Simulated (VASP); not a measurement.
Wanted: the native input for a VASP 6.6.1 run.

| Item | Value |
| --- | --- |
| Task | single point |
| Functional | r2SCAN |
| Potentials or basis | VASP PAW PBE potentials, release 64 (C) |
| Cutoff | 520 eV |
| k mesh | 14 × 14 × 14 |
| Occupations | gaussian, width 0.05 eV |
| Spin | no spin polarisation |
| Dipole correction | no |
| Further INCAR settings | ALGO = Normal; EDIFF = 1e-07; NBANDS = 11 |

C:

```
C
1.0
     0.00000    2.12676    3.56176
     1.22792    0.00000    3.56176
     1.22792    2.12676    0.00000
C
2
Direct
  0.17887 0.82113 0.12129
  0.83330 0.16670 0.83330
```

This cell differs from its parent crystal: atom 1 (C) moved by (-0.100, +0.000) A along [1 1 0] and z.

One way to write it, as run:

POSCAR

```
C
1.0
    0.0000000000      2.1267565396      3.5617636613
    1.2279212041      0.0000000000      3.5617636613
    1.2279212041      2.1267565396      0.0000000000
C
2
Direct
    0.1788727029      0.8211272971      0.1212870224
    0.8332960723      0.1667039277      0.8332960723
```

INCAR.step1

```
SYSTEM = C
ALGO = Normal
EDIFF = 1E-4
ENCUT = 520
GGA = PE
ISMEAR = 0
LASPH = .TRUE.
LCHARG = .FALSE.
LREAL = .FALSE.
LWAVE = .TRUE.
NBANDS = 11
NELM = 100
PREC = Accurate
SIGMA = 0.05
```

INCAR.step2

```
SYSTEM = C
ALGO = Normal
EDIFF = 1E-7
ENCUT = 520
ISIF = 2
ISMEAR = 0
ISTART = 1
LASPH = .TRUE.
LCHARG = .FALSE.
LMIXTAU = .TRUE.
LREAL = .FALSE.
LWAVE = .FALSE.
METAGGA = R2SCAN
NBANDS = 11
NELM = 100
PREC = Accurate
SIGMA = 0.05
```

KPOINTS

```
k-points
0
G
  14 14 14
  0 0 0
```

Potentials or basis: VASP PAW PBE potentials, release 64 (C).

Run with:

```sh
$ cat potpaw_PBE.64/C/POTCAR > POTCAR
$ cp INCAR.step1 INCAR
$ mpirun -np 1 vasp_std > vasp.out
$ cp INCAR.step2 INCAR
$ mpirun -np 1 vasp_std > vasp.out
```

It gave:

* Pressure: 4.6 GPa
* Largest force: 5.120 eV/Å

Caveat: the cell differs from its parent crystal (atom 1 (C) moved by (-0.100, +0.000) A along [1 1 0] and z); the stress differs along the axes, from -0 to 14 GPa; the PAW data sets were made with another functional, which shifts forces and pressure a little.

Run time: 7.5 min on 1 thread of AMD EPYC 9R45 96-Core Processor (Zen 5) (shared host), peak memory 0.21 GiB.
